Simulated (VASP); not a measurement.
# ScTa (P-6m2) in VASP: single point with PBE

Aim: the single point of ScTa with PBE.

Program: VASP 6.6.1. These are calculated values, not measurements. Logs are shortened: lines on timing, memory, paths and dates and some standing lists are left out, and cuts for length are marked.

### 1 The cell of the first run

The structure is hexagonal, space group P-6m2 (No. 187). The conventional cell has a = 3.029 Å, b = 3.029 Å, c = 5.012 Å, α = 90.00°, β = 90.00°, γ = 120.00°. Sc (site symmetry -6m2) has 6 Sc at 3.03 Å and 6 Ta at 3.06 Å within 4.0 Å. Ta (site symmetry -6m2) has 6 Ta at 3.03 Å and 6 Sc at 3.06 Å within 4.0 Å.

### 2 Single point, PBE (Nb replaced by Ta, lengths x 1.011, strained)

INCAR

```
PREC = Accurate ; ENCUT = 520
EDIFF = 1E-6 ; ISMEAR = 0
SIGMA = 0.1 ; LREAL = False
LASPH = True ; NELM = 100
ALGO = Normal ; ISIF = 2
LWAVE = False ; LCHARG = True
GGA = PE ; LELF = True
LVHAR = True ; NBANDS = 18
```

KPOINTS

```
regular mesh
0
Gamma
  6 6 4
```

POSCAR

```
ScTa
1.0
    3.0290597324      0.0000000000      0.0000000000
   -1.5145298662      2.6232426778      0.0000000000
    0.0000000000      0.0000000000      5.0116637124
Sc Ta
1 1
Direct
    0.0000000000      0.0000000000      0.0000000000
    0.3333333300      0.6666666700      0.5000000000
```

Potentials or basis: VASP PAW PBE potentials, release 64 (Sc_sv, Ta_pv).

Command:

```
> cat potpaw_PBE.64/Sc_sv/POTCAR potpaw_PBE.64/Ta_pv/POTCAR > POTCAR
> mpirun -np 1 vasp_std > vasp.out
```

OUTCAR:

```text
PREC = Accurate
   ENCUT = 520
   EDIFF = 1E-6
   ISMEAR = 0
   LREAL = False
   LASPH = True
   NELM = 100
   ISIF = 2
   GGA = PE

 ion  position               nearest neighbor table
   1  0.000  0.000  0.000-   2 3.06   2 3.06   2 3.06   2 3.06   2 3.06   2 3.06
   2  0.333  0.667  0.500-   1 3.06   1 3.06   1 3.06   1 3.06   1 3.06   1 3.06

  LATTYP: Found a hexagonal cell.
 ALAT       =     3.0290597324
 C/A-ratio  =     1.6545278585

  Lattice vectors:

 A1 = (   3.0290597324,   0.0000000000,   0.0000000000)
 A2 = (  -1.5145298662,   2.6232426778,   0.0000000000)
 A3 = (   0.0000000000,   0.0000000000,   5.0116637124)

Analysis of symmetry for initial positions (statically):
=====================================================================
 Subroutine PRICEL returns:
 Original cell was already a primitive cell.

 Routine SETGRP: Setting up the symmetry group for a
 hexagonal supercell.

 Subroutine GETGRP returns: Found 12 space group operations
 (whereof 12 operations were pure point group operations)
 out of a pool of 24 trial point group operations.

The static configuration has the point symmetry D_3h.

Analysis of symmetry for dynamics (positions and initial velocities):
=====================================================================
 Subroutine PRICEL returns:
 Original cell was already a primitive cell.

 Routine SETGRP: Setting up the symmetry group for a
 hexagonal supercell.

 Subroutine GETGRP returns: Found 12 space group operations
 (whereof 12 operations were pure point group operations)
 out of a pool of 24 trial point group operations.

The dynamic configuration has the point symmetry D_3h.

 Subroutine INISYM returns: Found 12 space group operations
 (whereof 12 operations are pure point group operations),
 and found     1 'primitive' translations

----------------------------------------------------------------------------------------

                                     Primitive cell

  volume of cell :      39.8225

  direct lattice vectors                    reciprocal lattice vectors
     3.029059732  0.000000000  0.000000000     0.330135451  0.190603791  0.000000000
    -1.514529866  2.623242678  0.000000000     0.000000000  0.381207583  0.000000000
     0.000000000  0.000000000  5.011663712     0.000000000  0.000000000  0.199534537

  length of vectors
     3.029059732  3.029059732  5.011663712     0.381207583  0.381207583  0.199534537

  position of ions in fractional coordinates (direct lattice)
     0.000000000  0.000000000  0.000000000
     0.333333330  0.666666670  0.500000000

  ion indices of the primitive-cell ions
   primitive index   ion index
                 1           1
                 2           2

----------------------------------------------------------------------------------------

 KPOINTS: regular mesh

Automatic generation of k-mesh.
 Grid dimensions read from file:
 generate k-points for:    6    6    4

 Generating k-lattice:

  Cartesian coordinates                     Fractional coordinates (reciprocal lattice)
     0.055022575  0.031767299  0.000000000     0.166666667  0.000000000  0.000000000
     0.000000000  0.063534597  0.000000000     0.000000000  0.166666667  0.000000000
     0.000000000  0.000000000  0.049883634     0.000000000  0.000000000  0.250000000

  Length of vectors
     0.063534597  0.063534597  0.049883634

  Shift w.r.t. Gamma in fractional coordinates (k-lattice)
     0.000000000  0.000000000  0.000000000

 Subroutine IBZKPT returns following result:
 ===========================================

 Found     21 irreducible k-points:

 Following reciprocal coordinates:
            Coordinates               Weight
  0.000000  0.000000  0.000000      1.000000
  0.166667 -0.000000  0.000000      6.000000
  0.333333  0.000000  0.000000      6.000000
  0.500000  0.000000  0.000000      3.000000
  0.166667  0.166667  0.000000      6.000000
  0.333333  0.166667  0.000000     12.000000
[... 13 lines left out ...]
  0.333333  0.166667  0.500000     12.000000
  0.333333  0.333333  0.500000      2.000000
   k-points           NKPTS =     21   k-points in BZ     NKDIM =     21   number of bands    NBANDS=     18
   number of dos      NEDOS =    301   number of ions     NIONS =      2
   total plane-waves  NPLWV =  23040
   dimension x,y,z NGX =    24 NGY =   24 NGZ =   40
   dimension x,y,z NGXF=    48 NGYF=   48 NGZF=   80
   ions per type =               1   1
   NGX,Y,Z   is equivalent  to a cutoff of  13.17, 13.17, 13.27 a.u.
   NGXF,Y,Z  is equivalent  to a cutoff of  26.34, 26.34, 26.54 a.u.
 SYSTEM =  unknown system
   PREC   = accura    normal or accurate (medium, high low for compatibility)
   ISTART =      0    job   : 0-new  1-cont  2-samecut
   ICHARG =      2    charge: 1-file 2-atom 10-const
   ISPIN  =      1    spin polarized calculation?
   LNONCOLLINEAR =      F non collinear calculations
   LSORBIT =      F    spin-orbit coupling
   LASPH  =      T    aspherical Exc in radial PAW
   ENCUT  =  520.0 eV  38.22 Ry    6.18 a.u.   5.63  5.63  9.32*2*pi/ulx,y,z
   NELM   =    100;   NELMIN=  2; NELMDL= -5     # of ELM steps
   EDIFF  = 0.1E-05   stopping-criterion for ELM
   LREAL  =      F    real-space projection
   EDIFFG = 0.1E-04   stopping-criterion for IOM
   NSW    =      0    number of steps for IOM
   IBRION =     -1    ionic relax: 0-MD 1-quasi-New 2-CG
   NFREE  =      0    steps in history (QN), initial steepest desc. (CG)
   ISIF   =      2    stress and relaxation
   ISYM   =      2    0-nonsym 1-usesym 2-fastsym
   POTIM  = 0.5000    time-step for ionic-motion
   TEBEG  =    0.0;   TEEND  =   0.0 temperature during run
   PSTRESS=    0.0 pullay stress
   NELECT =      22.0000    total number of electrons
   NUPDOWN=      -1.0000    fix difference up-down
   EMIN   =  10.00;   EMAX   =-10.00  energy-range for DOS
   EFERMI =   0.00;   METHOD = LEGACY
   ISMEAR =     0;   SIGMA  =   0.10  broadening in eV -4-tet -1-fermi 0-gaus
   EFERMI_NEDOS =   21; number of points for ismear=-14 and -15
   IALGO  =     38    algorithm
   IMIX   =      4    mixing-type and parameters
     AMIX     =   0.40;   BMIX     =  1.00
     AMIX_MAG =   1.60;   BMIX_MAG =  1.00
  volume/ion in A,a.u.               =      19.91       134.37
  Fermi-wavevector in a.u.,A,eV,Ry     =   1.343300  2.538469 24.551096  1.804455
  Thomas-Fermi vector in A             =   2.471385
   LORBIT       =      0    0 simple, 1 ext, 2 COOP (PROOUT), +10 PAW based schemes
   GGA     = PE    functional components
   LHFCALC =     F    Hartree Fock is set to
   AEXX    =    0.0000 exact exchange contribution
   IVDW    =     0    specifies the selected vdW correction
   LEPSILON=     F    determine dielectric tensor
   LRPA    =     F    only Hartree local field effects (RPA)
 non-spin polarized calculation
 Gauss-broadening in eV      SIGMA  =   0.10
  energy-cutoff  :      520.00
  volume of cell :       39.82
 maximum number of plane-waves:      1099
 NGX is ok and might be reduce to    24
   NGX = 11   NGY = 11   NGZ = 19

 number of electron      21.9999999 magnetization

 Free energy of the ion-electron system (eV)
  ---------------------------------------------------
  ext. energy  EPLUGINS =         0.00000000
  ---------------------------------------------------
  free energy    TOTEN  =       -17.64981755 eV

  energy without entropy =      -17.64061220  energy(sigma->0) =      -17.64521488

 E-fermi :   5.1003     XC(G=0): -11.4441

 val. band max:        5.0482686820   @ k =   0.1667  -0.0000   0.2500
 cond. band min:       5.1854812939   @ k =   0.1667  -0.0000   0.5000
 fundamental gap:      0.1372126119
 Fermi energy:         5.1003139139

 k-point     1 :       0.0000    0.0000    0.0000
  band No.  band energies     occupation
      1     -43.8496      2.00000
      2     -29.2430      2.00000
      3     -28.7504      2.00000
      4     -28.7504      2.00000
      5     -22.5000      2.00000
      6     -22.1874      2.00000
[... 10 lines left out ...]
     17       7.7200      0.00000
     18       9.6512      0.00000

 k-point     2 :       0.1667   -0.0000    0.0000
  band No.  band energies     occupation
      1     -43.8248      2.00000
      2     -29.2154      2.00000
      3     -28.9216      2.00000
      4     -28.7903      2.00000
      5     -22.4821      2.00000
      6     -22.3491      2.00000
[... 10 lines left out ...]
     17       7.7922      0.00000
     18       9.9063      0.00000

 k-point     3 :       0.3333    0.0000    0.0000
  band No.  band energies     occupation
      1     -43.7747      2.00000
      2     -29.2512      2.00000
      3     -29.1599      2.00000
      4     -28.8694      2.00000
      5     -22.6617      2.00000
      6     -22.4457      2.00000
[... 10 lines left out ...]
     17       9.2170      0.00000
     18      10.1295      0.00000

 k-point     4 :       0.5000    0.0000    0.0000
  band No.  band energies     occupation
      1     -43.7495      2.00000
      2     -29.4101      2.00000
      3     -29.1320      2.00000
      4     -28.9084      2.00000
      5     -22.8130      2.00000
      6     -22.4274      2.00000
[... 10 lines left out ...]
     17      10.7786      0.00000
     18      10.8661      0.00000

 k-point     5 :       0.1667    0.1667    0.0000
  band No.  band energies     occupation
      1     -43.7873      2.00000
      2     -29.1739      2.00000
      3     -29.1388      2.00000
      4     -28.8828      2.00000
      5     -22.5544      2.00000
      6     -22.4548      2.00000
[... 10 lines left out ...]
     17       9.0692      0.00000
     18       9.8811      0.00000

 k-point     6 :       0.3333    0.1667    0.0000
  band No.  band energies     occupation
      1     -43.7495      2.00000
      2     -29.3279      2.00000
      3     -29.1321      2.00000
      4     -28.9965      2.00000
      5     -22.7333      2.00000
      6     -22.4272      2.00000
[... 10 lines left out ...]
     17       9.8111      0.00000
     18      11.1683      0.00000

 k-point     7 :       0.3333    0.3333    0.0000
  band No.  band energies     occupation
      1     -43.7369      2.00000
      2     -29.2152      2.00000
      3     -29.2140      2.00000
      4     -29.1181      2.00000
      5     -22.6273      2.00000
      6     -22.6172      2.00000
[... 10 lines left out ...]
     17       9.5396      0.00000
     18      11.1659      0.00000

 k-point     8 :       0.0000    0.0000    0.2500
  band No.  band energies     occupation
      1     -43.8500      2.00000
      2     -29.2346      2.00000
      3     -28.7503      2.00000
      4     -28.7503      2.00000
      5     -22.5205      2.00000
      6     -22.1876      2.00000
[... 10 lines left out ...]
     17       8.2813      0.00000
     18       9.6228      0.00000
[... 166 lines left out ...]
     17       9.0757      0.00000
     18       9.2705      0.00000

 k-point    17 :       0.3333    0.0000    0.5000
  band No.  band energies     occupation
      1     -43.7749      2.00000
      2     -29.2545      2.00000
      3     -29.1579      2.00000
      4     -28.8688      2.00000
      5     -22.6532      2.00000
      6     -22.4503      2.00000
[... 10 lines left out ...]
     17       9.5424      0.00000
     18       9.6964      0.00000

 k-point    18 :       0.5000    0.0000    0.5000
  band No.  band energies     occupation
      1     -43.7494      2.00000
      2     -29.4143      2.00000
      3     -29.1350      2.00000
      4     -28.9078      2.00000
      5     -22.8021      2.00000
      6     -22.4206      2.00000
[... 10 lines left out ...]
     17      10.1699      0.00000
     18      10.2811      0.00000

 k-point    19 :       0.1667    0.1667    0.5000
  band No.  band energies     occupation
      1     -43.7876      2.00000
      2     -29.1693      2.00000
      3     -29.1414      2.00000
      4     -28.8826      2.00000
      5     -22.5480      2.00000
      6     -22.4652      2.00000
[... 10 lines left out ...]
     17       9.2926      0.00000
     18       9.7199      0.00000

 k-point    20 :       0.3333    0.1667    0.5000
  band No.  band energies     occupation
      1     -43.7495      2.00000
      2     -29.3314      2.00000
      3     -29.1349      2.00000
      4     -28.9967      2.00000
      5     -22.7247      2.00000
      6     -22.4205      2.00000
[... 10 lines left out ...]
     17       9.8673      0.00000
     18      10.8289      0.00000

 k-point    21 :       0.3333    0.3333    0.5000
  band No.  band energies     occupation
      1     -43.7367      2.00000
      2     -29.2203      2.00000
      3     -29.2129      2.00000
      4     -29.1232      2.00000
      5     -22.6212      2.00000
      6     -22.6142      2.00000
[... 10 lines left out ...]
     17       9.6780      0.00000
     18      12.5558      0.00000

------------------------ aborting loop because EDIFF is reached ----------------------------------------

  FORCE on cell =-STRESS in cart. coord.  units (eV):
  Direction    XX          YY          ZZ          XY          YZ          ZX
  --------------------------------------------------------------------------------------
  -------------------------------------------------------------------------------------
  Total        0.5691397      0.5691397      0.9774734     -0.0000000      0.0000000      0.0000000
  in kB       22.8981932     22.8981932     39.3266811     -0.0000000      0.0000000      0.0000000
  external PRESSURE =      28.3743559 kB  Pullay stress =       0.0000000 kB

 VOLUME and BASIS-vectors are now :
 -----------------------------------------------------------------------------
  energy-cutoff  :      520.00
  volume of cell :       39.82
      direct lattice vectors                 reciprocal lattice vectors
     3.029059732  0.000000000  0.000000000     0.330135451  0.190603791  0.000000000
    -1.514529866  2.623242678  0.000000000     0.000000000  0.381207583  0.000000000
     0.000000000  0.000000000  5.011663712     0.000000000  0.000000000  0.199534537

 POSITION                                       TOTAL-FORCE (eV/Angst)
 -----------------------------------------------------------------------------------
      0.00000      0.00000      0.00000        -0.000000      0.000000      0.000000
     -0.00000      1.74883      2.50583         0.000000     -0.000000      0.000000
 -----------------------------------------------------------------------------------
    total drift:                                0.000004     -0.000002     -0.000000

  FREE ENERGIE OF THE ION-ELECTRON SYSTEM (eV)
  ---------------------------------------------------
  free  energy   TOTEN  =       -17.6498175518 eV

  energy  without entropy=      -17.6406122018  energy(sigma->0) =      -17.64521488
```

Run time: 11 s. Hardware: 1 thread of Intel Xeon Platinum 8488C (Sapphire Rapids), shared host; peak memory 0.16 GiB.

Results:

```
Free energy            : -17.6498 eV
Pressure               : 2.8 GPa
Band gap on the k mesh : zero (band 11 reaches 5.91 eV, above the bottom of band 12 at 4.52 eV)
```

Caveat: the k points lie up to 0.40 Å⁻¹ apart; the cell differs from its parent crystal (Nb replaced by Ta, lengths x 1.011, strained); spin-orbit coupling is left out, which moves the levels of the heavy elements.
